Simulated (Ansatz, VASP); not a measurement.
# P in VASP and in Ansatz

```
CELL_PARAMETERS angstrom
2.27799 0.00000 0.00000
-1.13900 1.97280 0.00000
0.00000 0.00000 3.74844
ATOMIC_POSITIONS crystal
P 0.33333 0.66667 0.25000
P 0.66667 0.33333 0.75000
```

Change from the starting cell: volume scaled by 0.58, PAW files.

Alike in both runs: task single point; functional PBE; k mesh 17 × 17 × 10; occupations fermi-dirac, width 0.05 eV; no spin polarisation.

|  | VASP | Ansatz |
| --- | --- | --- |
| version | VASP 6.6.1 | Ansatz 0.2.0 |
| potentials or method | VASP PAW PBE potentials, release 64 (P) | PAW with Ansatz's default frozen-core files, scalar-relativistic |
| plane-wave cutoff (eV) | 520 | 420 |
| valence electrons in the cell | 10 | 10 |

```csv
,VASP,Ansatz,Ansatz less VASP
pressure (GPa),138.9,140.9,+2.01
```

Both programs put the cell under a high pressure, so it lies far from rest at this level.

Noted on VASP's run: the cell as given lies far from equilibrium.
